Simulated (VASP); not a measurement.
# Zr (P6_3/mmc) in VASP: a series of runs

Runs on Zr. Level: PBE. Tasks: single point, relaxation of cell and atoms.

Program: VASP 6.6.1. These are calculated values, not measurements. Logs are shortened: lines on timing, memory, paths and dates and some standing lists are left out, and cuts for length are marked.

### 1 The cell of the first run

It takes space group P6_3/mmc (No. 194, hexagonal). The conventional cell has a = 3.233 Å, b = 3.233 Å, c = 5.169 Å, α = 90.00°, β = 90.00°, γ = 120.00°. Zr (site symmetry -6m2) has 12 Zr at 3.19 to 3.23 Å within 4.2 Å.

### 2 Single point, PBE

File INCAR:

```
  PREC = Accurate
  ENCUT = 520
  EDIFF = 1E-6
  ISMEAR = 0
  SIGMA = 0.1
  LREAL = F
  LASPH = T
  NELM = 60
  ALGO = Normal
  ISIF = 2
  LWAVE = F
  LCHARG = T
  GGA = PE
  LELF = T
  LVHAR = T
  NBANDS = 19
```

File KPOINTS:

```
regular mesh
0
Gamma
  15 15 8
```

File POSCAR:

```
Zr
1.0
    3.2327898565      0.0000000000      0.0000000000
   -1.6163949283      2.7996781408      0.0000000000
    0.0000000000      0.0000000000      5.1691199290
Zr
2
Direct
    0.3333333333      0.6666666667      0.2500000000
    0.6666666667      0.3333333333      0.7500000000
```

Potentials or basis: VASP PAW PBE potentials, release 64 (Zr_sv).

Launch:

```console
cat potpaw_PBE.64/Zr_sv/POTCAR > POTCAR
mpirun -np 1 vasp_std > vasp.out
```

OUTCAR:

```text
PREC = Accurate
   ENCUT = 520
   EDIFF = 1E-6
   ISMEAR = 0
   LREAL = F
   LASPH = T
   NELM = 60
   ISIF = 2
   GGA = PE

 ion  position               nearest neighbor table
   1  0.333  0.667  0.250-   2 3.19   2 3.19   2 3.19   2 3.19   2 3.19   2 3.19
   2  0.667  0.333  0.750-   1 3.19   1 3.19   1 3.19   1 3.19   1 3.19   1 3.19

  LATTYP: Found a hexagonal cell.
 ALAT       =     3.2327898565
 C/A-ratio  =     1.5989656484

  Lattice vectors:

 A1 = (   3.2327898565,   0.0000000000,   0.0000000000)
 A2 = (  -1.6163949283,   2.7996781408,   0.0000000000)
 A3 = (   0.0000000000,   0.0000000000,   5.1691199290)

Analysis of symmetry for initial positions (statically):
=====================================================================
 Subroutine PRICEL returns:
 Original cell was already a primitive cell.

 Routine SETGRP: Setting up the symmetry group for a
 hexagonal supercell.

 Subroutine GETGRP returns: Found 24 space group operations
 (whereof 12 operations were pure point group operations)
 out of a pool of 24 trial point group operations.

The static configuration has the point symmetry D_3d.
 The point group associated with its full space group is D_6h.

Analysis of symmetry for dynamics (positions and initial velocities):
=====================================================================
 Subroutine PRICEL returns:
 Original cell was already a primitive cell.

 Routine SETGRP: Setting up the symmetry group for a
 hexagonal supercell.

 Subroutine GETGRP returns: Found 24 space group operations
 (whereof 12 operations were pure point group operations)
 out of a pool of 24 trial point group operations.

The dynamic configuration has the point symmetry D_3d.
 The point group associated with its full space group is D_6h.

 Subroutine INISYM returns: Found 24 space group operations
 (whereof 12 operations are pure point group operations),
 and found     1 'primitive' translations

----------------------------------------------------------------------------------------

                                     Primitive cell

  volume of cell :      46.7845

  direct lattice vectors                    reciprocal lattice vectors
[... 80 lines left out ...]
   ICHARG =      2    charge: 1-file 2-atom 10-const
   ISPIN  =      1    spin polarized calculation?
   LNONCOLLINEAR =      F non collinear calculations
   LSORBIT =      F    spin-orbit coupling
   LASPH  =      T    aspherical Exc in radial PAW
   ENCUT  =  520.0 eV  38.22 Ry    6.18 a.u.   6.01  6.01  9.61*2*pi/ulx,y,z
   NELM   =     60;   NELMIN=  2; NELMDL= -5     # of ELM steps
   EDIFF  = 0.1E-05   stopping-criterion for ELM
   LREAL  =      F    real-space projection
   EDIFFG = 0.1E-04   stopping-criterion for IOM
   NSW    =      0    number of steps for IOM
   IBRION =     -1    ionic relax: 0-MD 1-quasi-New 2-CG
   NFREE  =      0    steps in history (QN), initial steepest desc. (CG)
   ISIF   =      2    stress and relaxation
   ISYM   =      2    0-nonsym 1-usesym 2-fastsym
   POTIM  = 0.5000    time-step for ionic-motion
   TEBEG  =    0.0;   TEEND  =   0.0 temperature during run
   PSTRESS=    0.0 pullay stress
   NELECT =      24.0000    total number of electrons
   NUPDOWN=      -1.0000    fix difference up-down
   EMIN   =  10.00;   EMAX   =-10.00  energy-range for DOS
   EFERMI =   0.00;   METHOD = LEGACY
   ISMEAR =     0;   SIGMA  =   0.10  broadening in eV -4-tet -1-fermi 0-gaus
   EFERMI_NEDOS =   21; number of points for ismear=-14 and -15
   IALGO  =     38    algorithm
   IMIX   =      4    mixing-type and parameters
     AMIX     =   0.40;   BMIX     =  1.00
     AMIX_MAG =   1.60;   BMIX_MAG =  1.00
  volume/ion in A,a.u.               =      23.39       157.86
  Fermi-wavevector in a.u.,A,eV,Ry     =   1.310523  2.476529 23.367591  1.717469
  Thomas-Fermi vector in A             =   2.441047
   LORBIT       =      0    0 simple, 1 ext, 2 COOP (PROOUT), +10 PAW based schemes
   GGA     = PE    functional components
   LHFCALC =     F    Hartree Fock is set to
   AEXX    =    0.0000 exact exchange contribution
   IVDW    =     0    specifies the selected vdW correction
   LEPSILON=     F    determine dielectric tensor
   LRPA    =     F    only Hartree local field effects (RPA)
 non-spin polarized calculation
 Gauss-broadening in eV      SIGMA  =   0.10
  energy-cutoff  :      520.00
  volume of cell :       46.78
 maximum number of plane-waves:      1284
   NGX = 13   NGY = 13   NGZ = 19

 number of electron      24.0000001 magnetization

 Free energy of the ion-electron system (eV)
  ---------------------------------------------------
  ext. energy  EPLUGINS =         0.00000000
  ---------------------------------------------------
  free energy    TOTEN  =       -17.04599365 eV

  energy without entropy =      -17.03608444  energy(sigma->0) =      -17.04103904

 E-fermi :   8.9614     XC(G=0): -11.0604

 val. band max:        8.9605537647   @ k =   0.1333   0.0000   0.1250
 cond. band min:       8.9626728717   @ k =   0.2667   0.2000   0.5000
 fundamental gap:      0.0021191069
 Fermi energy:         8.9614470108

 k-point     1 :       0.0000    0.0000    0.0000
  band No.  band energies     occupation
      1     -39.9054      2.00000
      2     -39.7563      2.00000
      3     -18.4176      2.00000
      4     -17.5584      2.00000
      5     -17.5584      2.00000
      6     -17.4343      2.00000
[... 505 lines left out ...]
      6     -17.8908      2.00000
[... 11 lines left out ...]
     18      13.7481      0.00000
     19      15.3127      0.00000

 [... further k-points ...]

------------------------ aborting loop because EDIFF is reached ----------------------------------------

  FORCE on cell =-STRESS in cart. coord.  units (eV):
  Direction    XX          YY          ZZ          XY          YZ          ZX
  --------------------------------------------------------------------------------------
  -------------------------------------------------------------------------------------
  Total       -0.0032391     -0.0032391      0.0125309      0.0000000      0.0000000      0.0000000
  in kB       -0.1109263     -0.1109263      0.4291305      0.0000000      0.0000000      0.0000000
  external PRESSURE =       0.0690926 kB  Pullay stress =       0.0000000 kB

 VOLUME and BASIS-vectors are now :
 -----------------------------------------------------------------------------
  energy-cutoff  :      520.00
  volume of cell :       46.78
      direct lattice vectors                 reciprocal lattice vectors
     3.232789857  0.000000000  0.000000000     0.309330344  0.178591958  0.000000000
    -1.616394928  2.799678141  0.000000000     0.000000000  0.357183915  0.000000000
     0.000000000  0.000000000  5.169119929     0.000000000  0.000000000  0.193456529

 POSITION                                       TOTAL-FORCE (eV/Angst)
 -----------------------------------------------------------------------------------
     -0.00000      1.86645      1.29228         0.000000      0.000000      0.000000
      1.61639      0.93323      3.87684        -0.000000     -0.000000      0.000000
 -----------------------------------------------------------------------------------
    total drift:                                0.000000     -0.000000      0.000000

  FREE ENERGIE OF THE ION-ELECTRON SYSTEM (eV)
  ---------------------------------------------------
  free  energy   TOTEN  =       -17.0459936489 eV

  energy  without entropy=      -17.0360844394  energy(sigma->0) =      -17.04103904
```

OSZICAR:

```text
N       E                     dE             d eps       ncg     rms          rms(c)
DAV:   1     0.217981849931E+03    0.21798E+03   -0.13240E+04  5146   0.125E+03
DAV:   2    -0.117699742859E+01   -0.21916E+03   -0.21499E+03  5887   0.368E+02
DAV:   3    -0.173168130978E+02   -0.16140E+02   -0.15978E+02  9306   0.722E+01
DAV:   4    -0.177507790573E+02   -0.43397E+00   -0.43336E+00  6083   0.120E+01
DAV:   5    -0.177628133223E+02   -0.12034E-01   -0.12032E-01  7562   0.144E+00    0.142E+01
DAV:   6    -0.171582098841E+02    0.60460E+00   -0.94179E-01  5545   0.732E+00    0.557E+00
DAV:   7    -0.170397127791E+02    0.11850E+00   -0.59706E-01  7099   0.511E+00    0.112E+00
DAV:   8    -0.170459145843E+02   -0.62018E-02   -0.41278E-02  6789   0.147E+00    0.247E-01
DAV:   9    -0.170460395236E+02   -0.12494E-03   -0.14854E-03  6646   0.339E-01    0.338E-02
DAV:  10    -0.170459935959E+02    0.45928E-04   -0.35692E-05  6721   0.359E-02    0.236E-02
DAV:  11    -0.170459936489E+02   -0.53060E-07   -0.92616E-06  5713   0.330E-02
   1 F= -.17045994E+02 E0= -.17041039E+02  d E =-.990921E-02
```

stdout:

```text
POSCAR found type information on POSCAR Zr
 POSCAR found :  1 types and       2 ions
 scaLAPACK will be used
 LDA part: xc-table for (Slater+PW92), standard interpolation
 POSCAR, INCAR and KPOINTS ok, starting setup
 FFT: planning ... GRIDC
 FFT: planning ... GRID_SOFT
 FFT: planning ... GRID
 WAVECAR not read
 entering main loop
```

Run time: 45 s. Hardware: 1 thread of AMD EPYC 9R45 (Zen 5), shared host; peak memory 0.19 GiB.

What came out:

```
Free energy            : -17.0460 eV
Pressure               : 0.0 GPa
Band gap on the k mesh : zero (bands 12 and 13 overlap by 1.18 eV)
```

### 3 Single point, PBE

File INCAR:

```
PREC = Accurate
ENCUT = 520
EDIFF = 1E-6
ISMEAR = -1
SIGMA = 0.15
LREAL = F
LASPH = T
NELM = 80
ALGO = Normal
ISIF = 2
LWAVE = F
LCHARG = F
GGA = PE
NBANDS = 19
```

KPOINTS is that of step 2.

File POSCAR:

```
Zr
1.0
    3.2284325220      0.0000000000      0.0000000000
   -1.6142162610      2.7959045785      0.0000000000
    0.0000000000      0.0000000000      5.1923411088
Zr
2
Direct
    0.3333333333      0.6666666667      0.2500000000
    0.6666666667      0.3333333333      0.7500000000
```

Potentials or basis: VASP PAW PBE potentials, release 64 (Zr_sv).

Launch:

```console
cat potpaw_PBE.64/Zr_sv/POTCAR > POTCAR
mpirun -np 1 vasp_std > vasp.out
```

Wall time 47 s (1 thread of AMD EPYC 9R45 (Zen 5), shared host); peak memory 0.19 GiB.

The run converged. Its results:

| Quantity | Value |
| --- | --- |
| Free energy | -17.1208 eV |
| Pressure | 0.0 GPa |
| Band gap on the k mesh | zero (bands 12 and 13 overlap by 1.20 eV) |

Levels at points of the mesh, in eV from the Fermi level:
| k point | band 9 | band 10 | band 11 | band 12 | band 13 | band 14 | band 15 | band 16 |
| --- | --- | --- | --- | --- | --- | --- | --- | --- |
| (0.00, 0.00, 0.00) | -5.59 | -2.96 | 0.93 | 0.93 | 0.99 | 1.13 | 1.60 | 1.60 |
| (0.00, 0.00, 0.50) | -3.91 | -3.91 | 0.06 | 0.06 | 0.86 | 0.86 | 0.86 | 0.86 |

(Continued in part 2 of 2.)

The gap in the log of VASP goes by the Fermi energy; the results here count the filled bands.